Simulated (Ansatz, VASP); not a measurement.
## One calculation of Cd, two programs

```xyz
2
Lattice="3.0996 0.0000 0.0000 -1.5498 2.6843 0.0000 0.0000 0.0000 6.1357" Properties=species:S:1:pos:R:3 pbc="T T T"
Cd    0.0000    1.7895    1.5339
Cd    1.5498    0.8948    4.6018
```

Alike in both runs: task single point; functional RPBE; k mesh 19 × 19 × 9; occupations fermi-dirac, width 0.1 eV; no spin polarisation.

|  | VASP | Ansatz |
| --- | --- | --- |
| version | VASP 6.6.1 | Ansatz 0.2.0 |
| potentials or method | VASP PAW PBE potentials, release 64 (Cd), cutoff 520 eV | plane waves (420 eV) with PAW, scalar-relativistic |
| valence electrons in the cell | 24 | 40 |

Ansatz gave:

```
pressure (GPa)                                                : -1.1
traceless stress, the component that is largest in VASP (GPa) : 0.03
```

Q: Estimate VASP's values.

A: Pressure (GPa): -0.9; traceless stress, the component that is largest in VASP (GPa): -0.06.

VASP's potentials were made for PBE, not for RPBE. The functional is the same, so the differences come from potentials, cutoffs and numerics. VASP's potentials hold 24 valence electrons a cell and Ansatz's 40, so a difference there can come from the potentials and not from the codes.
